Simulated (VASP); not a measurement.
Fe:

```xyz
1
Lattice="-1.4332 1.4332 1.4332 1.4332 -1.4332 1.4332 1.4332 1.4332 -1.4332" Properties=species:S:1:pos:R:3 pbc="T T T"
Fe    0.0000    0.0000    0.0000
```

| Property | Result |
| --- | --- |
| Program | VASP 6.6.1 |
| Task | relaxation of cell and atoms |
| Functional | r2SCAN |
| Potentials or basis | VASP PAW PBE potentials, release 64 (Fe) |
| Cutoff | 600 eV |
| k mesh | 15 × 15 × 15 |
| Occupations | fermi-dirac, width 0.1 eV |
| Spin | no spin polarisation |

At the start: pressure -30.3 GPa; volume 11.78 Å³/atom.

Where does the relaxation end?

Over 7 steps the energy falls by 171.9 meV/atom and the volume is 10.19 Å³/atom (-13.5 %); space group Im-3m (No. 229, to 0.05 Å).

The path:
```csv
step,energy change (eV),largest force (eV/Å),pressure (GPa),volume (Å³)
1,0.0000,0.0000,-30.27,11.78
2,0.2538,0.0000,90.24,8.38
3,-0.1714,0.0000,-2.09,10.27
4,-0.1718,0.0000,-0.54,10.21
5,-0.1718,0.0000,0.31,10.18
6,-0.1718,0.0000,-0.45,10.21
7,-0.1719,0.0000,0.05,10.19
```

Final structure:
```yaml
crystal:
  lattice:
    - [-1.36579, 1.36579, 1.36579]
    - [1.36579, -1.36579, 1.36579]
    - [1.36579, 1.36579, -1.36579]
  atoms:
    - { symbol: Fe, position: [0.00000, 0.00000, 0.00000] }
```

Caveat: the PAW data sets were made with another functional, which shifts forces and pressure a little; the volume moved by -13 % from the deposited cell, more than functionals usually miss; the run has no spin polarisation, though such a crystal can be magnetic.
